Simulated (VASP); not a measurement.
# BaLiF3 (P4/mmm) in VASP: notebook

BaLiF3 is run at these levels: LDA; tasks: single point.

Program: VASP 6.6.1. These are calculated values, not measurements. Logs are shortened: lines on timing, memory, paths and dates and some standing lists are left out, and cuts for length are marked.

**1. The cell of the first run**

It takes space group P4/mmm (No. 123, tetragonal). Conventional cell: a = 4.048 Å, b = 4.048 Å, c = 3.989 Å, α = 90.00°, β = 90.00°, γ = 90.00°. Within 3.7 Å of Ba (site symmetry 4/mmm) lie 12 F at 2.84 to 2.86 Å and 8 Li at 3.49 Å. Li (site symmetry 4/mmm) has 6 F at 1.99 to 2.02 Å within 2.6 Å. F (site symmetry mmm) has 2 Li at 2.02 Å within 2.7 Å. F (site symmetry 4/mmm) has 2 Li at 1.99 Å within 2.6 Å.

**2. Single point, LDA (strain +0.015 along x and y, +0.000 along z)**

The input, INCAR:

```
PREC = Accurate ; ENCUT = 520
EDIFF = 1E-6 ; ISMEAR = 0
SIGMA = 0.05 ; LREAL = False
LASPH = True ; NELM = 60
ALGO = Normal ; ISIF = 2
LWAVE = False ; LCHARG = True
LELF = True ; LVHAR = True
NBANDS = 25
```

The input, KPOINTS:

```
Automatic mesh
0
Gamma
  6 6 6
```

The input, POSCAR:

```
BaLiF3
1.0
    4.0484103646      0.0000000000      0.0000000000
    0.0000000000      4.0484103646      0.0000000000
    0.0000000000      0.0000000000      3.9885816400
Ba Li F
1 1 3
Direct
    0.0000000000      0.0000000000      0.0000000000
    0.5000000000      0.5000000000      0.5000000000
    0.0000000000      0.5000000000      0.5000000000
    0.5000000000      0.5000000000      0.0000000000
    0.5000000000      0.0000000000      0.5000000000
```

Potentials or basis: VASP PAW LDA potentials, release 64 (Ba_sv, Li_sv, F).

Command:

```console
$ cat potpaw_LDA.64/Ba_sv/POTCAR potpaw_LDA.64/Li_sv/POTCAR potpaw_LDA.64/F/POTCAR > POTCAR
$ mpirun -np 1 vasp_std > vasp.out
```

OUTCAR:

```text
PREC = Accurate
   ENCUT = 520
   EDIFF = 1E-6
   ISMEAR = 0
   LREAL = False
   LASPH = True
   NELM = 60
   ISIF = 2

 ion  position               nearest neighbor table
   1  0.000  0.000  0.000-   3 2.84   5 2.84   3 2.84   5 2.84   3 2.84   3 2.84   5 2.84   5 2.84
                             4 2.86   4 2.86   4 2.86   4 2.86   2 3.49   2 3.49   2 3.49   2 3.49
   2  0.500  0.500  0.500-   4 1.99   4 1.99   5 2.02   3 2.02   5 2.02   3 2.02   1 3.49   1 3.49
                             1 3.49   1 3.49   1 3.49   1 3.49   1 3.49   1 3.49
   3  0.000  0.500  0.500-   2 2.02   2 2.02   1 2.84   1 2.84   1 2.84   1 2.84
   4  0.500  0.500  0.000-   2 1.99   2 1.99   1 2.86   1 2.86   1 2.86   1 2.86
   5  0.500  0.000  0.500-   2 2.02   2 2.02   1 2.84   1 2.84   1 2.84   1 2.84

  LATTYP: Found a simple tetragonal cell.
 ALAT       =     4.0484103646
 C/A-ratio  =     0.9852216749

  Lattice vectors:

 A1 = (   4.0484103646,   0.0000000000,   0.0000000000)
 A2 = (   0.0000000000,   4.0484103646,   0.0000000000)
 A3 = (   0.0000000000,   0.0000000000,   3.9885816400)

Analysis of symmetry for initial positions (statically):
=====================================================================
 Subroutine PRICEL returns:
 Original cell was already a primitive cell.

 Routine SETGRP: Setting up the symmetry group for a
 simple tetragonal supercell.

 Subroutine GETGRP returns: Found 16 space group operations
 (whereof 16 operations were pure point group operations)
 out of a pool of 16 trial point group operations.

The static configuration has the point symmetry D_4h.

Analysis of symmetry for dynamics (positions and initial velocities):
=====================================================================
 Subroutine PRICEL returns:
 Original cell was already a primitive cell.

 Routine SETGRP: Setting up the symmetry group for a
 simple tetragonal supercell.

 Subroutine GETGRP returns: Found 16 space group operations
 (whereof 16 operations were pure point group operations)
 out of a pool of 16 trial point group operations.

The dynamic configuration has the point symmetry D_4h.

 Subroutine INISYM returns: Found 16 space group operations
 (whereof 16 operations are pure point group operations),
 and found     1 'primitive' translations

----------------------------------------------------------------------------------------

                                     Primitive cell

  volume of cell :      65.3714

  direct lattice vectors                    reciprocal lattice vectors
     4.048410365  0.000000000  0.000000000     0.247010533  0.000000000  0.000000000
     0.000000000  4.048410365  0.000000000     0.000000000  0.247010533  0.000000000
     0.000000000  0.000000000  3.988581640     0.000000000  0.000000000  0.250715691

  length of vectors
     4.048410365  4.048410365  3.988581640     0.247010533  0.247010533  0.250715691

  position of ions in fractional coordinates (direct lattice)
     0.000000000  0.000000000  0.000000000
     0.500000000  0.500000000  0.500000000
     0.000000000  0.500000000  0.500000000
     0.500000000  0.500000000  0.000000000
     0.500000000  0.000000000  0.500000000

  ion indices of the primitive-cell ions
   primitive index   ion index
                 1           1
                 2           2
                 3           3
                 4           4
                 5           5

----------------------------------------------------------------------------------------

 KPOINTS: Automatic mesh

Automatic generation of k-mesh.
 Grid dimensions read from file:
 generate k-points for:    6    6    6

 Generating k-lattice:

  Cartesian coordinates                     Fractional coordinates (reciprocal lattice)
     0.041168422  0.000000000  0.000000000     0.166666667  0.000000000  0.000000000
     0.000000000  0.041168422  0.000000000     0.000000000  0.166666667  0.000000000
     0.000000000  0.000000000  0.041785948     0.000000000  0.000000000  0.166666667

  Length of vectors
     0.041168422  0.041168422  0.041785948

  Shift w.r.t. Gamma in fractional coordinates (k-lattice)
     0.000000000  0.000000000  0.000000000

 Subroutine IBZKPT returns following result:
 ===========================================

 Found     40 irreducible k-points:

 Following reciprocal coordinates:
            Coordinates               Weight
  0.000000  0.000000  0.000000      1.000000
  0.166667  0.000000  0.000000      4.000000
  0.333333  0.000000  0.000000      4.000000
  0.500000  0.000000  0.000000      2.000000
  0.166667  0.166667  0.000000      4.000000
  0.333333  0.166667  0.000000      8.000000
[... 16 lines left out ...]
  0.333333  0.000000  0.333333      8.000000
  0.500000  0.000000  0.333333      4.000000
 [... further k-points ...]
   k-points           NKPTS =     40   k-points in BZ     NKDIM =     40   number of bands    NBANDS=     25
   number of dos      NEDOS =    301   number of ions     NIONS =      5
   total plane-waves  NPLWV =  27000
   dimension x,y,z NGX =    30 NGY =   30 NGZ =   30
   dimension x,y,z NGXF=    60 NGYF=   60 NGZF=   60
   ions per type =               1   1   3
   NGX,Y,Z   is equivalent  to a cutoff of  12.32, 12.32, 12.50 a.u.
   NGXF,Y,Z  is equivalent  to a cutoff of  24.64, 24.64, 25.01 a.u.
 SYSTEM =  unknown system
   PREC   = accura    normal or accurate (medium, high low for compatibility)
   ISTART =      0    job   : 0-new  1-cont  2-samecut
   ICHARG =      2    charge: 1-file 2-atom 10-const
   ISPIN  =      1    spin polarized calculation?
   LNONCOLLINEAR =      F non collinear calculations
   LSORBIT =      F    spin-orbit coupling
   LASPH  =      T    aspherical Exc in radial PAW
   ENCUT  =  520.0 eV  38.22 Ry    6.18 a.u.   7.53  7.53  7.42*2*pi/ulx,y,z
   NELM   =     60;   NELMIN=  2; NELMDL= -5     # of ELM steps
   EDIFF  = 0.1E-05   stopping-criterion for ELM
   LREAL  =      F    real-space projection
   EDIFFG = 0.1E-04   stopping-criterion for IOM
   NSW    =      0    number of steps for IOM
   IBRION =     -1    ionic relax: 0-MD 1-quasi-New 2-CG
   NFREE  =      0    steps in history (QN), initial steepest desc. (CG)
   ISIF   =      2    stress and relaxation
   ISYM   =      2    0-nonsym 1-usesym 2-fastsym
   POTIM  = 0.5000    time-step for ionic-motion
   TEBEG  =    0.0;   TEEND  =   0.0 temperature during run
   PSTRESS=    0.0 pullay stress
   NELECT =      34.0000    total number of electrons
   NUPDOWN=      -1.0000    fix difference up-down
   EMIN   =  10.00;   EMAX   =-10.00  energy-range for DOS
   EFERMI =   0.00;   METHOD = LEGACY
   ISMEAR =     0;   SIGMA  =   0.05  broadening in eV -4-tet -1-fermi 0-gaus
   EFERMI_NEDOS =   21; number of points for ismear=-14 and -15
   IALGO  =     38    algorithm
   IMIX   =      4    mixing-type and parameters
     AMIX     =   0.40;   BMIX     =  1.00
     AMIX_MAG =   1.60;   BMIX_MAG =  1.00
  volume/ion in A,a.u.               =      13.07        88.23
  Fermi-wavevector in a.u.,A,eV,Ry     =   1.316554  2.487926 23.583169  1.733314
  Thomas-Fermi vector in A             =   2.446658
   LORBIT       =      0    0 simple, 1 ext, 2 COOP (PROOUT), +10 PAW based schemes
   GGA     = CA    functional components
   LHFCALC =     F    Hartree Fock is set to
   AEXX    =    0.0000 exact exchange contribution
   IVDW    =     0    specifies the selected vdW correction
   LEPSILON=     F    determine dielectric tensor
   LRPA    =     F    only Hartree local field effects (RPA)
 non-spin polarized calculation
 Gauss-broadening in eV      SIGMA  =   0.05
  energy-cutoff  :      520.00
  volume of cell :       65.37
 maximum number of plane-waves:      1791
   NGX = 15   NGY = 15   NGZ = 15

 number of electron      33.9999954 magnetization

 Free energy of the ion-electron system (eV)
  ---------------------------------------------------
  ext. energy  EPLUGINS =         0.00000000
  ---------------------------------------------------
  free energy    TOTEN  =       -29.15209912 eV

  energy without entropy =      -29.15209912  energy(sigma->0) =      -29.15209912

 E-fermi :  -0.7531     XC(G=0): -10.5854

 val. band max:       -1.0215038727   @ k =   0.0000   0.0000   0.0000
 cond. band min:       5.3301901893   @ k =   0.0000   0.0000   0.0000
 fundamental gap:      6.3516940621
 Fermi energy:        -0.7530603264

 k-point     1 :       0.0000    0.0000    0.0000
  band No.  band energies     occupation
      1     -40.7107      2.00000
      2     -24.5005      2.00000
      3     -20.1936      2.00000
      4     -19.8171      2.00000
      5     -19.7616      2.00000
      6      -9.5435      2.00000
[... 17 lines left out ...]
     24      15.0721      0.00000
     25      15.0721      0.00000

 k-point     2 :       0.1667    0.0000    0.0000
  band No.  band energies     occupation
      1     -40.7104      2.00000
      2     -24.4699      2.00000
      3     -20.2106      2.00000
      4     -19.8589      2.00000
      5     -19.7665      2.00000
      6      -9.5315      2.00000
[... 17 lines left out ...]
     24      14.3460      0.00000
     25      15.2641      0.00000

 k-point     3 :       0.3333    0.0000    0.0000
  band No.  band energies     occupation
      1     -40.7097      2.00000
      2     -24.4065      2.00000
      3     -20.2574      2.00000
      4     -19.9422      2.00000
      5     -19.7633      2.00000
      6      -9.5080      2.00000
[... 552 lines left out ...]
 k-point    23 :       0.3333    0.0000    0.3333
  band No.  band energies     occupation
      1     -40.7085      2.00000
      2     -24.3224      2.00000
      3     -20.2046      2.00000
      4     -19.9969      2.00000
      5     -19.8812      2.00000
      6      -9.7353      2.00000
[... 17 lines left out ...]
     24      13.0416      0.00000
     25      13.8503      0.00000

 k-point    24 :       0.5000    0.0000    0.3333
  band No.  band energies     occupation
      1     -40.7081      2.00000
      2     -24.2971      2.00000
      3     -20.1598      2.00000
      4     -20.0623      2.00000
      5     -19.8971      2.00000
      6      -9.7181      2.00000
[... 17 lines left out ...]
     24      11.9379      0.00000
     25      13.8685      0.00000

 [... further k-points ...]

------------------------ aborting loop because EDIFF is reached ----------------------------------------

  FORCE on cell =-STRESS in cart. coord.  units (eV):
  Direction    XX          YY          ZZ          XY          YZ          ZX
  --------------------------------------------------------------------------------------
  -------------------------------------------------------------------------------------
  Total       -2.9836716     -2.9836716     -2.5341037      0.0000000     -0.0000000      0.0000000
  in kB      -73.1263771    -73.1263771    -62.1079828      0.0000000     -0.0000000      0.0000000
  external PRESSURE =     -69.4535790 kB  Pullay stress =       0.0000000 kB

 VOLUME and BASIS-vectors are now :
 -----------------------------------------------------------------------------
  energy-cutoff  :      520.00
  volume of cell :       65.37
      direct lattice vectors                 reciprocal lattice vectors
     4.048410365  0.000000000  0.000000000     0.247010533  0.000000000  0.000000000
     0.000000000  4.048410365  0.000000000     0.000000000  0.247010533  0.000000000
     0.000000000  0.000000000  3.988581640     0.000000000  0.000000000  0.250715691

 POSITION                                       TOTAL-FORCE (eV/Angst)
 -----------------------------------------------------------------------------------
      0.00000      0.00000      0.00000         0.000000      0.000000      0.000000
      2.02421      2.02421      1.99429         0.000000      0.000000      0.000000
      0.00000      2.02421      1.99429         0.000000      0.000000      0.000000
      2.02421      2.02421      0.00000         0.000000      0.000000      0.000000
      2.02421      0.00000      1.99429         0.000000      0.000000      0.000000
 -----------------------------------------------------------------------------------
    total drift:                                0.000000      0.000000     -0.000000

  FREE ENERGIE OF THE ION-ELECTRON SYSTEM (eV)
  ---------------------------------------------------
  free  energy   TOTEN  =       -29.1520991239 eV

  energy  without entropy=      -29.1520991239  energy(sigma->0) =      -29.15209912
```

It took 24 s on 1 thread of Intel Xeon 6975P-C (Granite Rapids), shared host; peak memory 0.18 GiB.

Results:

```yaml
Free_energy: -29.1521 eV
Band_gap_on_the_k_mesh: 6.35 eV
```

Levels at points of the mesh, in eV from the valence-band top:
| k point | band 13 | band 14 | band 15 | band 16 | band 17 | band 18 | band 19 | band 20 | band 21 | band 22 |
| --- | --- | --- | --- | --- | --- | --- | --- | --- | --- | --- |
| (0.00, 0.00, 0.00) | -0.77 | -0.77 | -0.01 | 0.00 | 0.00 | 6.35 | 6.50 | 7.60 | 9.58 | 9.68 |
| (0.50, 0.00, 0.00) | -1.05 | -0.77 | -0.76 | -0.45 | -0.39 | 7.77 | 8.26 | 10.08 | 10.42 | 10.56 |
| (0.50, 0.50, 0.00) | -1.32 | -0.60 | -0.60 | -0.23 | -0.23 | 8.59 | 8.79 | 10.59 | 10.59 | 12.07 |
| (0.00, 0.00, 0.50) | -1.01 | -0.72 | -0.72 | -0.49 | -0.49 | 7.96 | 8.34 | 10.03 | 10.47 | 10.47 |
| (0.50, 0.00, 0.50) | -1.26 | -0.63 | -0.62 | -0.18 | -0.14 | 8.59 | 8.98 | 10.46 | 10.48 | 12.13 |
| (0.50, 0.50, 0.50) | -0.22 | -0.18 | -0.15 | -0.09 | -0.09 | 7.77 | 7.77 | 7.78 | 11.63 | 11.77 |

Caveat: the cell differs from its parent crystal (strain +0.015 along x and y, +0.000 along z); the cutoff is under 1.25 times the usual one of these potentials, so pressure, stress and relaxed cells hold a basis-set (Pulay) error; spin-orbit coupling is left out, which moves the levels of the heavy elements. A k mesh can miss the band edges.

**3. Single point, LDA (strain +0.030 along x and y, -0.015 along z)**

The input, INCAR:

```
PREC = Accurate ; ENCUT = 520
EDIFF = 1E-7 ; ISMEAR = 0
SIGMA = 0.05 ; LREAL = False
LASPH = True ; NELM = 100
ALGO = Normal ; ISIF = 2
LWAVE = False ; LCHARG = False
NBANDS = 25
```

The input, KPOINTS:

```
regular mesh
0
Gamma
  6 6 6
```

Changes to POSCAR since step 2:

```diff
@@ -2,5 +2,5 @@
 1.0
-    4.0484103646      0.0000000000      0.0000000000
-    0.0000000000      4.0484103646      0.0000000000
-    0.0000000000      0.0000000000      3.9885816400
+    4.1082390892      0.0000000000      0.0000000000
+    0.0000000000      4.1082390892      0.0000000000
+    0.0000000000      0.0000000000      3.9287529154
 Ba Li F
```

Potentials or basis: VASP PAW LDA potentials, release 64 (Ba_sv, Li_sv, F).

Command:

```console
$ cat potpaw_LDA.64/Ba_sv/POTCAR potpaw_LDA.64/Li_sv/POTCAR potpaw_LDA.64/F/POTCAR > POTCAR
$ mpirun -np 1 vasp_std > vasp.out
```

Wall time 22 s (1 thread of Intel Xeon 6975P-C (Granite Rapids), shared host); peak memory 0.19 GiB.

Results (log left out):

* Free energy: -29.0938 eV
* Band gap on the k mesh: 6.16 eV

Levels at points of the mesh, in eV from the valence-band top:
| k point | band 15 | band 16 | band 17 | band 18 | band 19 | band 20 |
| --- | --- | --- | --- | --- | --- | --- |
| (0.00, 0.00, 0.00) | -0.04 | 0.00 | 0.00 | 6.16 | 6.60 | 7.46 |
| (0.50, 0.00, 0.00) | -0.78 | -0.47 | -0.30 | 7.51 | 8.16 | 10.02 |
| (0.50, 0.50, 0.00) | -0.59 | -0.36 | -0.30 | 8.44 | 8.49 | 10.62 |
| (0.00, 0.00, 0.50) | -0.67 | -0.57 | -0.57 | 8.11 | 8.36 | 9.88 |
| (0.50, 0.00, 0.50) | -0.64 | -0.16 | -0.09 | 8.46 | 9.01 | 10.25 |
| (0.50, 0.50, 0.50) | -0.11 | -0.05 | -0.05 | 7.66 | 7.66 | 7.72 |

Caveat: the cell differs from its parent crystal (strain +0.030 along x and y, -0.015 along z); the cutoff is under 1.25 times the usual one of these potentials, so pressure, stress and relaxed cells hold a basis-set (Pulay) error; spin-orbit coupling is left out, which moves the levels of the heavy elements.
